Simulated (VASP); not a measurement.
# KCl in VASP: further runs

Runs on KCl. Level: PBE. Tasks: single point.

Everything below comes from runs of VASP 6.6.1. Logs are shortened: lines on timing, memory, paths and dates and some standing lists are left out, and cuts for length are marked.

## Step 1: The cell of the first run

The structure is trigonal, space group R-3m (No. 166). The conventional cell has a = 5.165 Å, b = 5.165 Å, c = 6.231 Å, α = 90.00°, β = 90.00°, γ = 120.00°. K (site symmetry -3m) has 8 Cl at 3.12 to 3.16 Å and 6 K at 3.63 Å within 4.1 Å. Cl (site symmetry -3m) has 8 K at 3.12 to 3.16 Å and 6 Cl at 3.63 Å within 4.1 Å.

## Step 2: Single point, PBE (equal xy, yz and zx shear strains of -1 %)

The input, INCAR:

```
SYSTEM = KCl
ALGO = Normal
EDIFF = 1E-6
ENCUT = 520
GGA = PE
ISIF = 2
ISMEAR = -1
LASPH = .True.
LCHARG = .True.
LELF = .True.
LREAL = .False.
LVHAR = .True.
LWAVE = .False.
NBANDS = 15
NELM = 80
PREC = Accurate
SIGMA = 0.02
```

The input, KPOINTS:

```
k-points
0
Gamma
  7 7 7
  0 0 0
```

The input, POSCAR:

```
KCl
1.0
    3.6340000000     -0.0181700000     -0.0181700000
   -0.0181700000      3.6340000000     -0.0181700000
   -0.0181700000     -0.0181700000      3.6340000000
K Cl
1 1
Direct
    0.0000000000      0.0000000000      0.0000000000
    0.5000000000      0.5000000000      0.5000000000
```

Potentials or basis: VASP PAW PBE potentials, release 64 (K_sv, Cl).

Started as:

```sh
cat potpaw_PBE.64/K_sv/POTCAR potpaw_PBE.64/Cl/POTCAR > POTCAR
mpirun -np 1 vasp_std > vasp.out
```

OUTCAR:

```text
SYSTEM = KCl
   EDIFF = 1E-6
   ENCUT = 520
   GGA = PE
   ISIF = 2
   ISMEAR = -1
   LASPH = .True.
   LREAL = .False.
   NELM = 80
   PREC = Accurate

 ion  position               nearest neighbor table
   1  0.000  0.000  0.000-   2 3.12   2 3.12   2 3.16   2 3.16   2 3.16   2 3.16   2 3.16   2 3.16

   2  0.500  0.500  0.500-   1 3.12   1 3.12   1 3.16   1 3.16   1 3.16   1 3.16   1 3.16   1 3.16

  LATTYP: Found a trigonal (rhomboedric) cell.
 ALAT       =     3.6340908489
 COS(alpha) =    -0.0099745013

  Lattice vectors:

 A1 = (   3.6340000000,  -0.0181700000,  -0.0181700000)
 A2 = (  -0.0181700000,   3.6340000000,  -0.0181700000)
 A3 = (  -0.0181700000,  -0.0181700000,   3.6340000000)

Analysis of symmetry for initial positions (statically):
=====================================================================
 Subroutine PRICEL returns:
 Original cell was already a primitive cell.

 Routine SETGRP: Setting up the symmetry group for a
 trigonal (rhombohedral) supercell.

 Subroutine GETGRP returns: Found 12 space group operations
 (whereof 12 operations were pure point group operations)
 out of a pool of 12 trial point group operations.

The static configuration has the point symmetry D_3d.

Analysis of symmetry for dynamics (positions and initial velocities):
=====================================================================
 Subroutine PRICEL returns:
 Original cell was already a primitive cell.

 Routine SETGRP: Setting up the symmetry group for a
 trigonal (rhombohedral) supercell.

 Subroutine GETGRP returns: Found 12 space group operations
 (whereof 12 operations were pure point group operations)
 out of a pool of 12 trial point group operations.

The dynamic configuration has the point symmetry D_3d.

 Subroutine INISYM returns: Found 12 space group operations
 (whereof 12 operations are pure point group operations),
 and found     1 'primitive' translations

----------------------------------------------------------------------------------------

                                     Primitive cell

  volume of cell :      47.9868

  direct lattice vectors                    reciprocal lattice vectors
     3.634000000 -0.018170000 -0.018170000     0.275192695  0.001382878  0.001382878
    -0.018170000  3.634000000 -0.018170000     0.001382878  0.275192695  0.001382878
    -0.018170000 -0.018170000  3.634000000     0.001382878  0.001382878  0.275192695

  length of vectors
     3.634090849  3.634090849  3.634090849     0.275199644  0.275199644  0.275199644

  position of ions in fractional coordinates (direct lattice)
     0.000000000  0.000000000  0.000000000
     0.500000000  0.500000000  0.500000000

  ion indices of the primitive-cell ions
   primitive index   ion index
                 1           1
                 2           2

----------------------------------------------------------------------------------------

 KPOINTS: k-points

Automatic generation of k-mesh.
 Grid dimensions read from file:
 generate k-points for:    7    7    7

 Generating k-lattice:

  Cartesian coordinates                     Fractional coordinates (reciprocal lattice)
     0.039313242  0.000197554  0.000197554     0.142857143 -0.000000000  0.000000000
     0.000197554  0.039313242  0.000197554    -0.000000000  0.142857143  0.000000000
     0.000197554  0.000197554  0.039313242     0.000000000  0.000000000  0.142857143

  Length of vectors
     0.039314235  0.039314235  0.039314235

  Shift w.r.t. Gamma in fractional coordinates (k-lattice)
     0.000000000  0.000000000  0.000000000

 Subroutine IBZKPT returns following result:
 ===========================================

 Found     44 irreducible k-points:

 Following reciprocal coordinates:
            Coordinates               Weight
  0.000000  0.000000  0.000000      1.000000
  0.142857 -0.000000 -0.000000      6.000000
  0.285714 -0.000000  0.000000      6.000000
  0.428571 -0.000000  0.000000      6.000000
  0.142857  0.142857  0.000000      6.000000
  0.285714  0.142857 -0.000000     12.000000
[... 16 lines left out ...]
  0.285714  0.285714  0.142857      6.000000
  0.428571  0.285714  0.142857     12.000000
 [... further k-points ...]
   k-points           NKPTS =     44   k-points in BZ     NKDIM =     44   number of bands    NBANDS=     15
   number of dos      NEDOS =    301   number of ions     NIONS =      2
   total plane-waves  NPLWV =  21952
   dimension x,y,z NGX =    28 NGY =   28 NGZ =   28
   dimension x,y,z NGXF=    56 NGYF=   56 NGZF=   56
   ions per type =               1   1
   NGX,Y,Z   is equivalent  to a cutoff of  12.81, 12.81, 12.81 a.u.
   NGXF,Y,Z  is equivalent  to a cutoff of  25.62, 25.62, 25.62 a.u.
 SYSTEM =  KCl
   PREC   = accura    normal or accurate (medium, high low for compatibility)
   ISTART =      0    job   : 0-new  1-cont  2-samecut
   ICHARG =      2    charge: 1-file 2-atom 10-const
   ISPIN  =      1    spin polarized calculation?
   LNONCOLLINEAR =      F non collinear calculations
   LSORBIT =      F    spin-orbit coupling
   LASPH  =      T    aspherical Exc in radial PAW
   ENCUT  =  520.0 eV  38.22 Ry    6.18 a.u.   6.76  6.76  6.76*2*pi/ulx,y,z
   NELM   =     80;   NELMIN=  2; NELMDL= -5     # of ELM steps
   EDIFF  = 0.1E-05   stopping-criterion for ELM
   LREAL  =      F    real-space projection
   EDIFFG = 0.1E-04   stopping-criterion for IOM
   NSW    =      0    number of steps for IOM
   IBRION =     -1    ionic relax: 0-MD 1-quasi-New 2-CG
   NFREE  =      0    steps in history (QN), initial steepest desc. (CG)
   ISIF   =      2    stress and relaxation
   ISYM   =      2    0-nonsym 1-usesym 2-fastsym
   POTIM  = 0.5000    time-step for ionic-motion
   TEBEG  =    0.0;   TEEND  =   0.0 temperature during run
   PSTRESS=    0.0 pullay stress
   NELECT =      16.0000    total number of electrons
   NUPDOWN=      -1.0000    fix difference up-down
   EMIN   =  10.00;   EMAX   =-10.00  energy-range for DOS
   EFERMI =   0.00;   METHOD = LEGACY
   ISMEAR =    -1;   SIGMA  =   0.02  broadening in eV -4-tet -1-fermi 0-gaus
   EFERMI_NEDOS =   21; number of points for ismear=-14 and -15
   IALGO  =     38    algorithm
   IMIX   =      4    mixing-type and parameters
     AMIX     =   0.40;   BMIX     =  1.00
     AMIX_MAG =   1.60;   BMIX_MAG =  1.00
  volume/ion in A,a.u.               =      23.99       161.92
  Fermi-wavevector in a.u.,A,eV,Ry     =   1.135205  2.145226 17.533684  1.288689
  Thomas-Fermi vector in A             =   2.271909
   LORBIT       =      0    0 simple, 1 ext, 2 COOP (PROOUT), +10 PAW based schemes
   GGA     = PE    functional components
[... 5 lines left out ...]
 non-spin polarized calculation
  energy-cutoff  :      520.00
  volume of cell :       47.99
 maximum number of plane-waves:      1309
   NGX = 13   NGY = 13   NGZ = 13

 number of electron      16.0000000 magnetization

 Free energy of the ion-electron system (eV)
  ---------------------------------------------------
  ext. energy  EPLUGINS =         0.00000000
  ---------------------------------------------------
  free energy    TOTEN  =        -6.54926603 eV

  energy without entropy =       -6.54926603  energy(sigma->0) =       -6.54926603

 E-fermi :   0.5478     XC(G=0):  -8.8093

 val. band max:        0.0376088190   @ k =  -0.4286   0.4286   0.0000
 cond. band min:       5.6478870093   @ k =   0.0000   0.0000   0.0000
 fundamental gap:      5.6102781904
 Fermi energy:         0.5477659609

 k-point     1 :       0.0000    0.0000    0.0000
  band No.  band energies     occupation
      1     -27.7483      2.00000
      2     -12.8485      2.00000
      3     -11.0979      2.00000
      4     -11.0926      2.00000
      5     -11.0926      2.00000
      6      -0.1716      2.00000
      7      -0.1602      2.00000
      8      -0.1602      2.00000
      9       5.6479      0.00000
     10       6.4384      0.00000
     11       6.4384      0.00000
     12      11.0641      0.00000
     13      11.1630      0.00000
     14      11.1630      0.00000
     15      14.3309      0.00000

 k-point     2 :       0.1429   -0.0000   -0.0000
  band No.  band energies     occupation
      1     -27.7411      2.00000
      2     -12.8918      2.00000
      3     -11.0854      2.00000
      4     -11.0824      2.00000
      5     -11.0632      2.00000
      6      -0.6409      2.00000
      7      -0.1820      2.00000
      8      -0.1689      2.00000
      9       6.1658      0.00000
     10       6.6289      0.00000
     11       6.9894      0.00000
     12      11.0366      0.00000
     13      11.0790      0.00000
     14      11.2539      0.00000
     15      13.4618      0.00000

 k-point     3 :       0.2857   -0.0000    0.0000
  band No.  band energies     occupation
      1     -27.7247      2.00000
      2     -12.9933      2.00000
      3     -11.0621      2.00000
      4     -11.0592      2.00000
      5     -10.9794      2.00000
      6      -1.5063      2.00000
      7      -0.2155      2.00000
      8      -0.1898      2.00000
      9       7.1725      0.00000
     10       7.2679      0.00000
     11       8.2542      0.00000
     12      10.9908      0.00000
     13      11.0204      0.00000
     14      11.5501      0.00000
     15      11.8432      0.00000
[... 343 lines left out ...]
 k-point    23 :       0.2857    0.2857    0.1429
  band No.  band energies     occupation
      1     -27.6959      2.00000
      2     -12.7982      2.00000
      3     -11.3094      2.00000
      4     -11.1336      2.00000
      5     -10.9871      2.00000
      6      -1.2826      2.00000
      7      -1.0447      2.00000
      8      -0.4545      2.00000
      9       7.8060      0.00000
     10       8.3731      0.00000
     11       9.1526      0.00000
     12       9.9061      0.00000
     13       9.9562      0.00000
     14      10.5452      0.00000
     15      13.6404      0.00000

 k-point    24 :       0.4286    0.2857    0.1429
  band No.  band energies     occupation
      1     -27.6839      2.00000
      2     -12.7093      2.00000
      3     -11.3190      2.00000
      4     -11.1682      2.00000
      5     -11.0848      2.00000
      6      -1.6054      2.00000
      7      -1.0348      2.00000
      8      -0.3846      2.00000
      9       7.5112      0.00000
     10       8.4665      0.00000
     11       9.1168      0.00000
     12       9.7434      0.00000
     13      10.6229      0.00000
     14      11.0768      0.00000
     15      13.2943      0.00000

 [... further k-points ...]
[... 5 lines left out ...]
  --------------------------------------------------------------------------------------
  -------------------------------------------------------------------------------------
  Total        1.3616419      1.3616419      1.3616419      0.0495997      0.0495997      0.0495997
  in kB       45.4622986     45.4622986     45.4622986      1.6560280      1.6560280      1.6560280
  external PRESSURE =      45.4622986 kB  Pullay stress =       0.0000000 kB

 VOLUME and BASIS-vectors are now :
 -----------------------------------------------------------------------------
  energy-cutoff  :      520.00
  volume of cell :       47.99
      direct lattice vectors                 reciprocal lattice vectors
     3.634000000 -0.018170000 -0.018170000     0.275192695  0.001382878  0.001382878
    -0.018170000  3.634000000 -0.018170000     0.001382878  0.275192695  0.001382878
    -0.018170000 -0.018170000  3.634000000     0.001382878  0.001382878  0.275192695

 POSITION                                       TOTAL-FORCE (eV/Angst)
 -----------------------------------------------------------------------------------
      0.00000      0.00000      0.00000         0.000000      0.000000      0.000000
      1.79883      1.79883      1.79883        -0.000000     -0.000000     -0.000000
 -----------------------------------------------------------------------------------
    total drift:                               -0.000000      0.000000      0.000000

  FREE ENERGIE OF THE ION-ELECTRON SYSTEM (eV)
  ---------------------------------------------------
  free  energy   TOTEN  =        -6.5492660343 eV

  energy  without entropy=       -6.5492660343  energy(sigma->0) =       -6.54926603
```

Run time: 54 s. Hardware: 1 thread of AMD EPYC 7R13, shared host; peak memory 0.14 GiB.

What came out:

* Free energy: -6.5493 eV
* Pressure: 4.5 GPa
* Band gap on the k mesh: 5.61 eV, indirect (least direct gap 5.81 eV)

Stress tensor (GPa, compression positive):
```
4.55 0.17 0.17
0.17 4.55 0.17
0.17 0.17 4.55
```

Caveat: the cell differs from its parent crystal (equal xy, yz and zx shear strains of -1 %). A k mesh can miss the band edges.

## Step 3: Single point, PBE (equal xy, yz and zx shear strains of -2 %)

INCAR is that of step 2.

KPOINTS is that of step 2.

The input, POSCAR:

```
KCl
1.0
    3.6340000000     -0.0363400000     -0.0363400000
   -0.0363400000      3.6340000000     -0.0363400000
   -0.0363400000     -0.0363400000      3.6340000000
K Cl
1 1
Direct
    0.0000000000      0.0000000000      0.0000000000
    0.5000000000      0.5000000000      0.5000000000
```

Potentials or basis: VASP PAW PBE potentials, release 64 (K_sv, Cl).

Started as:

```sh
cat potpaw_PBE.64/K_sv/POTCAR potpaw_PBE.64/Cl/POTCAR > POTCAR
mpirun -np 1 vasp_std > vasp.out
```

OUTCAR:

```text
SYSTEM = KCl
   EDIFF = 1E-6
   ENCUT = 520
   GGA = PE
   ISIF = 2
   ISMEAR = -1
   LASPH = .True.
   LREAL = .False.
   NELM = 80
   PREC = Accurate

 ion  position               nearest neighbor table
   1  0.000  0.000  0.000-   2 3.08   2 3.08   2 3.17   2 3.17   2 3.17   2 3.17   2 3.17   2 3.17

   2  0.500  0.500  0.500-   1 3.08   1 3.08   1 3.17   1 3.17   1 3.17   1 3.17   1 3.17   1 3.17

  LATTYP: Found a trigonal (rhomboedric) cell.
 ALAT       =     3.6343633818
 COS(alpha) =    -0.0198960208

  Lattice vectors:

 A1 = (   3.6340000000,  -0.0363400000,  -0.0363400000)
 A2 = (  -0.0363400000,   3.6340000000,  -0.0363400000)
 A3 = (  -0.0363400000,  -0.0363400000,   3.6340000000)

Analysis of symmetry for initial positions (statically):
=====================================================================
 Subroutine PRICEL returns:
 Original cell was already a primitive cell.

 Routine SETGRP: Setting up the symmetry group for a
 trigonal (rhombohedral) supercell.

 Subroutine GETGRP returns: Found 12 space group operations
 (whereof 12 operations were pure point group operations)
 out of a pool of 12 trial point group operations.

The static configuration has the point symmetry D_3d.

[... 167 lines left out ...]
  band No.  band energies     occupation
      1     -27.7448      2.00000
      2     -12.8484      2.00000
      3     -11.0988      2.00000
      4     -11.0877      2.00000
      5     -11.0877      2.00000
      6      -0.1772      2.00000
      7      -0.1562      2.00000
      8      -0.1562      2.00000
      9       5.6483      0.00000
     10       6.4416      0.00000
     11       6.4416      0.00000
     12      11.0017      0.00000
     13      11.1879      0.00000
     14      11.1879      0.00000
[... 401 lines left out ...]
      2     -12.7089      2.00000
      3     -11.3198      2.00000
      4     -11.1660      2.00000
      5     -11.0808      2.00000
      6      -1.5980      2.00000
      7      -1.0320      2.00000
      8      -0.3840      2.00000
      9       7.5178      0.00000
     10       8.4857      0.00000
     11       9.1332      0.00000
     12       9.7392      0.00000
     13      10.6039      0.00000
     14      11.0690      0.00000
     15      13.3282      0.00000

 [... further k-points ...]
[... 5 lines left out ...]
  --------------------------------------------------------------------------------------
  -------------------------------------------------------------------------------------
  Total        1.3754612      1.3754612      1.3754612      0.1064802      0.1064802      0.1064802
  in kB       45.9341117     45.9341117     45.9341117      3.5559519      3.5559519      3.5559519
  external PRESSURE =      45.9341117 kB  Pullay stress =       0.0000000 kB

 VOLUME and BASIS-vectors are now :
 -----------------------------------------------------------------------------
  energy-cutoff  :      520.00
  volume of cell :       47.98
      direct lattice vectors                 reciprocal lattice vectors
     3.634000000 -0.036340000 -0.036340000     0.275234469  0.002780146  0.002780146
    -0.036340000  3.634000000 -0.036340000     0.002780146  0.275234469  0.002780146
    -0.036340000 -0.036340000  3.634000000     0.002780146  0.002780146  0.275234469

 POSITION                                       TOTAL-FORCE (eV/Angst)
 -----------------------------------------------------------------------------------
      0.00000      0.00000      0.00000         0.000000      0.000000      0.000000
      1.78066      1.78066      1.78066        -0.000000     -0.000000     -0.000000
 -----------------------------------------------------------------------------------
    total drift:                               -0.000000      0.000000      0.000000

  FREE ENERGIE OF THE ION-ELECTRON SYSTEM (eV)
  ---------------------------------------------------
  free  energy   TOTEN  =        -6.5466094084 eV

  energy  without entropy=       -6.5466094084  energy(sigma->0) =       -6.54660941
```

OSZICAR:

```text
N       E                     dE             d eps       ncg     rms          rms(c)
DAV:   1     0.103141061936E+03    0.10314E+03   -0.74849E+03  1320   0.996E+02
DAV:   2    -0.150171934268E+01   -0.10464E+03   -0.96886E+02  1784   0.247E+02
DAV:   3    -0.665891815184E+01   -0.51572E+01   -0.51314E+01  1838   0.488E+01
DAV:   4    -0.682727163592E+01   -0.16835E+00   -0.16833E+00  1904   0.808E+00
DAV:   5    -0.682848064088E+01   -0.12090E-02   -0.12090E-02  1880   0.791E-01    0.370E+00
DAV:   6    -0.657457594985E+01    0.25390E+00   -0.26504E-01  1635   0.336E+00    0.309E+00
DAV:   7    -0.654419083403E+01    0.30385E-01   -0.90419E-02  1768   0.210E+00    0.178E+00
DAV:   8    -0.654646171718E+01   -0.22709E-02   -0.16046E-02  1791   0.102E+00    0.229E-01
DAV:   9    -0.654641879330E+01    0.42924E-04   -0.55323E-04  1796   0.167E-01    0.970E-02
DAV:  10    -0.654661155851E+01   -0.19277E-03   -0.26236E-04  1488   0.130E-01    0.257E-02
DAV:  11    -0.654660984137E+01    0.17171E-05   -0.64143E-06  1893   0.191E-02    0.786E-03
DAV:  12    -0.654660940843E+01    0.43294E-06   -0.16876E-06  1318   0.109E-02
   1 F= -.65466094E+01 E0= -.65466094E+01  d E =-.151386E-12
```

Wall time 53 s (1 thread of AMD EPYC 7R13, shared host); peak memory 0.14 GiB.

What came out:

- Free energy: -6.5466 eV
- Pressure: 4.6 GPa
- Band gap on the k mesh: 5.61 eV, indirect (least direct gap 5.80 eV)

Caveat: the cell differs from its parent crystal (equal xy, yz and zx shear strains of -2 %). A k mesh can miss the band edges.

[end of part 1 of 2]
